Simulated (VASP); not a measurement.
# NiO (F-43m) in VASP: a series of runs

NiO is run at these levels: PBE+U; tasks: single point.

All numbers are computed with VASP 6.6.1; they aren't measurements. Logs are shortened: lines on timing, memory, paths and dates and some standing lists are left out, and cuts for length are marked.

### 1 The cell of the first run

The structure is cubic, space group F-43m (No. 216). The conventional cell has a = 4.649 Å, b = 4.649 Å, c = 4.649 Å, α = 90.00°, β = 90.00°, γ = 90.00°. Within 2.7 Å of Ni (site symmetry -43m) lie 4 O at 2.01 Å. Within 2.7 Å of O (site symmetry -43m) lie 4 Ni at 2.01 Å.

### 2 Single point, PBE+U, collinear spin, ferromagnetic start

Input file INCAR:

```
PREC = Accurate
ENCUT = 700
EDIFF = 1E-6
ISMEAR = 0
SIGMA = 0.05
LREAL = F
LASPH = T
NELM = 200
ALGO = Normal
ISIF = 2
LWAVE = F
LCHARG = F
ISPIN = 2
MAGMOM = 0.5 0
LORBIT = 11
LMAXMIX = 4
LDAU = T
LDAUTYPE = 2
LDAUL = 2 -1
LDAUU = 6.2 0
LDAUJ = 0 0
LDAUPRINT = 1
GGA = PE
NBANDS = 23
GGA_COMPAT = F
```

Input file KPOINTS:

```
regular mesh
0
Gamma
  10 10 10
```

Input file POSCAR:

```
NiO
1.0
    0.0000000000      2.3247345634      2.3247345634
    2.3247345634      0.0000000000      2.3247345634
    2.3247345634      2.3247345634      0.0000000000
Ni O
1 1
Direct
    0.0000000000      0.0000000000      0.0000000000
    0.2500000000      0.2500000000      0.2500000000
```

Potentials or basis: VASP PAW PBE potentials, release 64 (Ni_sv_GW, O).

On the command line:

```sh
$ cat potpaw_PBE.64/Ni_sv_GW/POTCAR potpaw_PBE.64/O/POTCAR > POTCAR
$ mpirun -np 1 vasp_std > vasp.out
```

OUTCAR:

```text
PREC = Accurate
   ENCUT = 700
   EDIFF = 1E-6
   ISMEAR = 0
   LREAL = F
   LASPH = T
   NELM = 200
   ISIF = 2
   ISPIN = 2
   LORBIT = 11
   GGA = PE

 ion  position               nearest neighbor table
   1  0.000  0.000  0.000-   2 2.01   2 2.01   2 2.01   2 2.01
   2  0.250  0.250  0.250-   1 2.01   1 2.01   1 2.01   1 2.01

  LATTYP: Found a face centered cubic cell.
 ALAT       =     4.6494691268

  Lattice vectors:

 A1 = (   0.0000000000,   2.3247345634,   2.3247345634)
 A2 = (   2.3247345634,   0.0000000000,   2.3247345634)
 A3 = (   2.3247345634,   2.3247345634,   0.0000000000)

Analysis of symmetry for initial positions (statically):
=====================================================================
 Subroutine PRICEL returns:
 Original cell was already a primitive cell.

 Routine SETGRP: Setting up the symmetry group for a
 face centered cubic supercell.

 Subroutine GETGRP returns: Found 24 space group operations
 (whereof 24 operations were pure point group operations)
 out of a pool of 48 trial point group operations.

The static configuration has the point symmetry T_d .

Analysis of symmetry for dynamics (positions and initial velocities):
=====================================================================
 Subroutine PRICEL returns:
 Original cell was already a primitive cell.

 Routine SETGRP: Setting up the symmetry group for a
 face centered cubic supercell.

 Subroutine GETGRP returns: Found 24 space group operations
 (whereof 24 operations were pure point group operations)
 out of a pool of 48 trial point group operations.

The dynamic configuration has the point symmetry T_d .

Analysis of structural, dynamic, and magnetic symmetry:
=====================================================================
 Subroutine PRICEL returns:
 Original cell was already a primitive cell.

 Routine SETGRP: Setting up the symmetry group for a
 face centered cubic supercell.

 Subroutine GETGRP returns: Found 24 space group operations
 (whereof 24 operations were pure point group operations)
 out of a pool of 48 trial point group operations.

The overall configuration has the point symmetry T_d .

 Subroutine INISYM returns: Found 24 space group operations
 (whereof 24 operations are pure point group operations),
 and found     1 'primitive' translations

----------------------------------------------------------------------------------------

                                     Primitive cell

  volume of cell :      25.1275

  direct lattice vectors                    reciprocal lattice vectors
     0.000000000  2.324734563  2.324734563    -0.215078318  0.215078318  0.215078318
     2.324734563  0.000000000  2.324734563     0.215078318 -0.215078318  0.215078318
     2.324734563  2.324734563  0.000000000     0.215078318  0.215078318 -0.215078318

  length of vectors
     3.287671148  3.287671148  3.287671148     0.372526575  0.372526575  0.372526575

  position of ions in fractional coordinates (direct lattice)
     0.000000000  0.000000000  0.000000000
     0.250000000  0.250000000  0.250000000

  ion indices of the primitive-cell ions
   primitive index   ion index
                 1           1
                 2           2

----------------------------------------------------------------------------------------

 KPOINTS: regular mesh

Automatic generation of k-mesh.
 Grid dimensions read from file:
 generate k-points for:   10   10   10

 Generating k-lattice:

  Cartesian coordinates                     Fractional coordinates (reciprocal lattice)
    -0.021507832  0.021507832  0.021507832     0.100000000  0.000000000  0.000000000
     0.021507832 -0.021507832  0.021507832     0.000000000  0.100000000  0.000000000
     0.021507832  0.021507832 -0.021507832     0.000000000  0.000000000  0.100000000

  Length of vectors
     0.037252657  0.037252657  0.037252657

  Shift w.r.t. Gamma in fractional coordinates (k-lattice)
     0.000000000  0.000000000  0.000000000

 Subroutine IBZKPT returns following result:
 ===========================================

 Found     47 irreducible k-points:

 Following reciprocal coordinates:
            Coordinates               Weight
  0.000000  0.000000  0.000000      1.000000
  0.100000  0.000000  0.000000      8.000000
  0.200000  0.000000  0.000000      8.000000
  0.300000  0.000000  0.000000      8.000000
  0.400000  0.000000  0.000000      8.000000
  0.500000  0.000000  0.000000      4.000000
[... 16 lines left out ...]
  0.300000  0.300000  0.000000      6.000000
  0.400000  0.300000  0.000000     24.000000
 [... further k-points ...]
   k-points           NKPTS =     47   k-points in BZ     NKDIM =     47   number of bands    NBANDS=     23
   number of dos      NEDOS =    301   number of ions     NIONS =      2
   total plane-waves  NPLWV =  21952
   dimension x,y,z NGX =    28 NGY =   28 NGZ =   28
   dimension x,y,z NGXF=    56 NGYF=   56 NGZF=   56
   ions per type =               1   1
   NGX,Y,Z   is equivalent  to a cutoff of  14.16, 14.16, 14.16 a.u.
   NGXF,Y,Z  is equivalent  to a cutoff of  28.32, 28.32, 28.32 a.u.
 SYSTEM =  unknown system
   PREC   = accura    normal or accurate (medium, high low for compatibility)
   ISTART =      0    job   : 0-new  1-cont  2-samecut
   ICHARG =      2    charge: 1-file 2-atom 10-const
   ISPIN  =      2    spin polarized calculation?
   LNONCOLLINEAR =      F non collinear calculations
   LSORBIT =      F    spin-orbit coupling
   LASPH  =      T    aspherical Exc in radial PAW
   ENCUT  =  700.0 eV  51.45 Ry    7.17 a.u.   7.09  7.09  7.09*2*pi/ulx,y,z
   NELM   =    200;   NELMIN=  2; NELMDL= -5     # of ELM steps
   EDIFF  = 0.1E-05   stopping-criterion for ELM
   LREAL  =      F    real-space projection
   EDIFFG = 0.1E-04   stopping-criterion for IOM
   NSW    =      0    number of steps for IOM
   IBRION =     -1    ionic relax: 0-MD 1-quasi-New 2-CG
   NFREE  =      0    steps in history (QN), initial steepest desc. (CG)
   ISIF   =      2    stress and relaxation
   ISYM   =      2    0-nonsym 1-usesym 2-fastsym
   POTIM  = 0.5000    time-step for ionic-motion
   TEBEG  =    0.0;   TEEND  =   0.0 temperature during run
   PSTRESS=    0.0 pullay stress
   NELECT =      24.0000    total number of electrons
   NUPDOWN=      -1.0000    fix difference up-down
   EMIN   =  10.00;   EMAX   =-10.00  energy-range for DOS
   EFERMI =   0.00;   METHOD = LEGACY
   ISMEAR =     0;   SIGMA  =   0.05  broadening in eV -4-tet -1-fermi 0-gaus
   EFERMI_NEDOS =   21; number of points for ismear=-14 and -15
   IALGO  =     38    algorithm
   IMIX   =      4    mixing-type and parameters
     AMIX     =   0.40;   BMIX     =  1.00
     AMIX_MAG =   1.60;   BMIX_MAG =  1.00
  volume/ion in A,a.u.               =      12.56        84.78
  Fermi-wavevector in a.u.,A,eV,Ry     =   1.612236  3.046684 35.365678  2.599304
  Thomas-Fermi vector in A             =   2.707498
   LORBIT       =     11    0 simple, 1 ext, 2 COOP (PROOUT), +10 PAW based schemes
 LDA+U is selected, type is set to LDAUTYPE =  2
   angular momentum for each species LDAUL =     2   -1
   U (eV)           for each species LDAUU =   6.2  0.0
   J (eV)           for each species LDAUJ =   0.0  0.0
   GGA     = PE    functional components
   LHFCALC =     F    Hartree Fock is set to
   AEXX    =    0.0000 exact exchange contribution
   IVDW    =     0    specifies the selected vdW correction
   LEPSILON=     F    determine dielectric tensor
   LRPA    =     F    only Hartree local field effects (RPA)
 spin polarized calculation
 Gauss-broadening in eV      SIGMA  =   0.05
  energy-cutoff  :      700.00
  volume of cell :       25.13
 maximum number of plane-waves:      1073
   NGX = 15   NGY = 15   NGZ = 15

atom =   1  type =  1  l = 2

 onsite density matrix

spin component  1

  0.9506 -0.0000  0.0000 -0.0000  0.0000
 -0.0000  0.9506  0.0000  0.0000  0.0000
  0.0000  0.0000  0.9410  0.0000  0.0000
 -0.0000  0.0000  0.0000  0.9506  0.0000
  0.0000  0.0000  0.0000  0.0000  0.9410

spin component  2

  0.3842  0.0000  0.0000  0.0000 -0.0000
  0.0000  0.3842 -0.0000 -0.0000 -0.0000
  0.0000 -0.0000  0.9261 -0.0000 -0.0000
  0.0000 -0.0000 -0.0000  0.3842 -0.0000
 -0.0000 -0.0000 -0.0000 -0.0000  0.9261

 occupancies and eigenvectors

  o =  0.3842  v =  0.0000  0.0000  0.0000  0.0000  0.0000  1.0000  0.0000  0.0000  0.0000  0.0000      0.0000  0.0000  0.0000  0.0000  0.0000  0.0000  0.0000  0.0000  0.0000  0.0000
  o =  0.3842  v =  0.0000  0.0000  0.0000  0.0000  0.0000  0.0000 -0.9928  0.0000  0.1198 -0.0000      0.0000  0.0000  0.0000  0.0000  0.0000  0.0000  0.0000  0.0000  0.0000  0.0000
  o =  0.3842  v =  0.0000  0.0000  0.0000  0.0000  0.0000  0.0000 -0.1198 -0.0000 -0.9928  0.0000      0.0000  0.0000  0.0000  0.0000  0.0000  0.0000  0.0000  0.0000  0.0000  0.0000
  o =  0.9261  v =  0.0000  0.0000  0.0000  0.0000  0.0000  0.0000  0.0000  0.7974 -0.0000  0.6035      0.0000  0.0000  0.0000  0.0000  0.0000  0.0000  0.0000  0.0000  0.0000  0.0000
  o =  0.9261  v =  0.0000  0.0000  0.0000  0.0000  0.0000  0.0000  0.0000 -0.6035  0.0000  0.7974      0.0000  0.0000  0.0000  0.0000  0.0000  0.0000  0.0000  0.0000  0.0000  0.0000
  o =  0.9410  v =  0.0000  0.0000  0.5190  0.0000  0.8548  0.0000  0.0000  0.0000  0.0000  0.0000      0.0000  0.0000  0.0000  0.0000  0.0000  0.0000  0.0000  0.0000  0.0000  0.0000
  o =  0.9410  v =  0.0000 -0.0000 -0.8548  0.0000  0.5190  0.0000  0.0000  0.0000  0.0000  0.0000      0.0000  0.0000  0.0000  0.0000  0.0000  0.0000  0.0000  0.0000  0.0000  0.0000
  o =  0.9506  v =  1.0000  0.0000  0.0000  0.0000  0.0000  0.0000  0.0000  0.0000  0.0000  0.0000      0.0000  0.0000  0.0000  0.0000  0.0000  0.0000  0.0000  0.0000  0.0000  0.0000
  o =  0.9506  v =  0.0000 -0.0579  0.0000 -0.9983  0.0000  0.0000  0.0000  0.0000  0.0000  0.0000      0.0000  0.0000  0.0000  0.0000  0.0000  0.0000  0.0000  0.0000  0.0000  0.0000
  o =  0.9506  v =  0.0000  0.9983 -0.0000 -0.0579 -0.0000  0.0000  0.0000  0.0000  0.0000  0.0000      0.0000  0.0000  0.0000  0.0000  0.0000  0.0000  0.0000  0.0000  0.0000  0.0000

 number of electron      23.9999995 magnetization       2.0021370

 Free energy of the ion-electron system (eV)
  ---------------------------------------------------
  ext. energy  EPLUGINS =         0.00000000
  ---------------------------------------------------
  free energy    TOTEN  =        -8.74463250 eV

  energy without entropy =       -8.74086928  energy(sigma->0) =       -8.74275089

 E-fermi :   4.5185     XC(G=0): -10.8901

 val. band max:        4.5176978875   @ k =  -0.4000   0.5000   0.1000
 cond. band min:       4.5319378349   @ k =   0.3000   0.3000   0.0000
 fundamental gap:      0.0142399474
 Fermi energy:         4.5185464435

 spin component 1

 k-point     1 :       0.0000    0.0000    0.0000
  band No.  band energies     occupation
      1    -100.8538      1.00000
      2     -61.2290      1.00000
      3     -61.2290      1.00000
      4     -61.2290      1.00000
      5     -15.1588      1.00000
      6      -3.2007      1.00000
[... 15 lines left out ...]
     22      25.0514      0.00000
     23      25.0514      0.00000
[... 575 lines left out ...]
      1    -100.8532      1.00000
      2     -61.2350      1.00000
      3     -61.2315      1.00000
      4     -61.2312      1.00000
      5     -14.6391      1.00000
      6      -3.1421      1.00000
[... 15 lines left out ...]
     22      30.8675      0.00000
     23      31.1283      0.00000

 [... further k-points ...]

 spin component 2

 k-point     1 :       0.0000    0.0000    0.0000
  band No.  band energies     occupation
      1     -98.6783      1.00000
      2     -59.1100      1.00000
      3     -59.1100      1.00000
      4     -59.1100      1.00000
      5     -14.7183      1.00000
      6      -0.2371      1.00000
[... 15 lines left out ...]
     22      25.2262      0.00000
     23      25.2262      0.00000
[... 575 lines left out ...]
      1     -98.6777      1.00000
      2     -59.1168      1.00000
      3     -59.1128      1.00000
      4     -59.1125      1.00000
      5     -14.1106      1.00000
      6      -2.1246      1.00000
[... 15 lines left out ...]
     22      31.2013      0.00000
     23      31.6530      0.00000

 [... further k-points ...]
[... 5 lines left out ...]
  --------------------------------------------------------------------------------------
  -------------------------------------------------------------------------------------
  Total       -1.7968830     -1.7968830     -1.7968830      0.0000000      0.0000000     -0.0000000
  in kB     -114.5724692   -114.5724692   -114.5724692      0.0000000      0.0000000     -0.0000000
  external PRESSURE =    -114.5724692 kB  Pullay stress =       0.0000000 kB

 VOLUME and BASIS-vectors are now :
 -----------------------------------------------------------------------------
  energy-cutoff  :      700.00
  volume of cell :       25.13
      direct lattice vectors                 reciprocal lattice vectors
     0.000000000  2.324734563  2.324734563    -0.215078318  0.215078318  0.215078318
     2.324734563  0.000000000  2.324734563     0.215078318 -0.215078318  0.215078318
     2.324734563  2.324734563  0.000000000     0.215078318  0.215078318 -0.215078318

 POSITION                                       TOTAL-FORCE (eV/Angst)
 -----------------------------------------------------------------------------------
      0.00000      0.00000      0.00000        -0.000000     -0.000000     -0.000000
      1.16237      1.16237      1.16237         0.000000      0.000000      0.000000
 -----------------------------------------------------------------------------------
    total drift:                               -0.000000     -0.000000     -0.000000

  FREE ENERGIE OF THE ION-ELECTRON SYSTEM (eV)
  ---------------------------------------------------
  free  energy   TOTEN  =        -8.7446325025 eV

  energy  without entropy=       -8.7408692754  energy(sigma->0) =       -8.74275089

 total charge

# of ion       s       p       d       f       tot
--------------------------------------------------
    1        2.167   6.218   7.713   0.007  16.105
    2        1.546   3.411   0.000   0.000   4.957
--------------------------------------------------
tot          3.714   9.629   7.713   0.007  21.062

 magnetization (x)

# of ion       s       p       d       f       tot
--------------------------------------------------
    1        0.005   0.015   1.727   0.001   1.747
    2        0.014   0.250   0.000   0.000   0.264
--------------------------------------------------
tot          0.019   0.265   1.727   0.001   2.011
```

Wall time 48 s (1 thread of Intel Xeon 6975P-C (Granite Rapids), shared host); peak memory 0.23 GiB.

Results:

```yaml
Free_energy: -8.7446 eV
Pressure: -11.5 GPa
Band_gap_on_the_k_mesh: zero (filled and empty bands overlap)
Net_moment: 2.00 μB per cell
Site_moments: Ni +1.75; O +0.26 μB
Valence_electrons_inside_the_program's_atomic_spheres: Ni 16.11; O 4.96
```

Levels at points of the mesh, in eV from the Fermi level:
Spin up:
```csv
k point,band 10,band 11,band 12,band 13,band 14,band 15,band 16,band 17
"(0.00, 0.00, 0.00)",-5.56,-1.84,-1.84,-1.84,-0.46,12.68,12.68,12.68
"(0.50, 0.00, 0.00)",-5.59,-5.59,-2.53,-2.53,4.58,6.16,12.12,12.12
"(0.50, 0.50, 0.00)",-5.38,-4.25,-3.87,-3.87,4.15,8.19,9.75,12.81
```
Spin down:
```csv
k point,band 7,band 8,band 9,band 10,band 11,band 12,band 13,band 14,band 15,band 16
"(0.00, 0.00, 0.00)",-4.76,-4.76,-4.44,-4.44,-0.35,1.49,1.49,1.49,12.93,12.93
"(0.50, 0.00, 0.00)",-5.26,-5.26,-3.53,-3.53,-0.56,0.68,0.68,4.85,6.56,12.44
"(0.50, 0.50, 0.00)",-4.43,-4.43,-4.24,-3.35,-1.34,0.02,0.02,4.86,8.74,9.94
```

Eigenvalues of the final occupation matrices:
| site | spin | trace | eigenvalues |
| --- | --- | --- | --- |
| site 1 d | 1 | 4.73 | 0.94 0.94 0.95 0.95 0.95 |
| site 1 d | 2 | 3.00 | 0.38 0.38 0.38 0.93 0.93 |

Caveat: the cell stands under tension; a cell with one magnetic atom can't hold antiferromagnetic order, which such compounds often take.

### 3 Single point, PBE+U, collinear spin, ferromagnetic start

This run uses another cell than the first one, of 11.67 Å³/atom.

Input file INCAR:

```
SYSTEM = NiO
  ALGO = Normal
  EDIFF = 1E-6
  ENCUT = 700
  GGA = PE
  GGA_COMPAT = .False.
  ISIF = 2
  ISMEAR = 0
  ISPIN = 2
  LASPH = .True.
  LCHARG = .False.
  LDAU = .True.
  LDAUJ = 0 0
  LDAUL = 2 -1
  LDAUPRINT = 1
  LDAUTYPE = 2
  LDAUU = 6.2 0
  LMAXMIX = 4
  LORBIT = 11
  LREAL = .False.
  LWAVE = .False.
  MAGMOM = 2 0
  NBANDS = 23
  NELM = 200
  PREC = Accurate
  SIGMA = 0.05
```

Input file KPOINTS:

```
k-points
0
Gamma
  10 10 10
  0 0 0
```

Input file POSCAR:

```
NiO
1.0
    0.0000000000      2.2685246777      2.2685246777
    2.2685246777      0.0000000000      2.2685246777
    2.2685246777      2.2685246777      0.0000000000
Ni O
1 1
Direct
    0.0000000000      0.0000000000      0.0000000000
    0.2500000000      0.2500000000      0.2500000000
```

Potentials or basis: VASP PAW PBE potentials, release 64 (Ni_sv_GW, O).

On the command line:

```sh
$ cat potpaw_PBE.64/Ni_sv_GW/POTCAR potpaw_PBE.64/O/POTCAR > POTCAR
$ mpirun -np 1 vasp_std > vasp.out
```

It took 49 s on 1 thread of Intel Xeon 6975P-C (Granite Rapids), shared host; peak memory 0.23 GiB.

It converged, with:

```yaml
Free_energy: -8.8227 eV
Pressure: -3.3 GPa
Band_gap_on_the_k_mesh: zero (filled and empty bands overlap)
Net_moment: 2.00 μB per cell
Site_moments: Ni +1.75; O +0.27 μB
Valence_electrons_inside_the_program's_atomic_spheres: Ni 16.16; O 4.99
```

Levels at points of the mesh, in eV from the Fermi level:
Spin up:
```csv
k point,band 9,band 10,band 11,band 12,band 13,band 14,band 15,band 16,band 17,band 18
"(0.00, 0.00, 0.00)",-5.64,-5.64,-1.78,-1.78,-1.78,-0.34,13.19,13.19,13.19,19.24
"(0.50, 0.00, 0.00)",-5.97,-5.66,-5.66,-2.55,-2.55,4.90,6.43,12.56,12.56,16.55
"(0.50, 0.50, 0.00)",-6.38,-5.43,-4.30,-4.04,-4.04,4.23,8.91,9.95,13.45,13.45
```
Spin down:
| k point | band 9 | band 10 | band 11 | band 12 | band 13 | band 14 |
| --- | --- | --- | --- | --- | --- | --- |
| (0.00, 0.00, 0.00) | -4.51 | -4.51 | -0.25 | 1.65 | 1.65 | 1.65 |
| (0.50, 0.00, 0.00) | -3.65 | -3.65 | -0.63 | 0.73 | 0.73 | 5.17 |
| (0.50, 0.50, 0.00) | -4.27 | -3.36 | -1.56 | 0.00 | 0.00 | 5.07 |

Eigenvalues of the final occupation matrices:
| site | spin | trace | eigenvalues |
| --- | --- | --- | --- |
| site 1 d | 1 | 4.74 | 0.94 0.94 0.95 0.95 0.95 |
| site 1 d | 2 | 3.01 | 0.39 0.39 0.39 0.92 0.92 |

Caveat: the cell stands under tension; a cell with one magnetic atom can't hold antiferromagnetic order, which such compounds often take.

The gap in the log of VASP goes by the Fermi energy; the results here count the filled bands.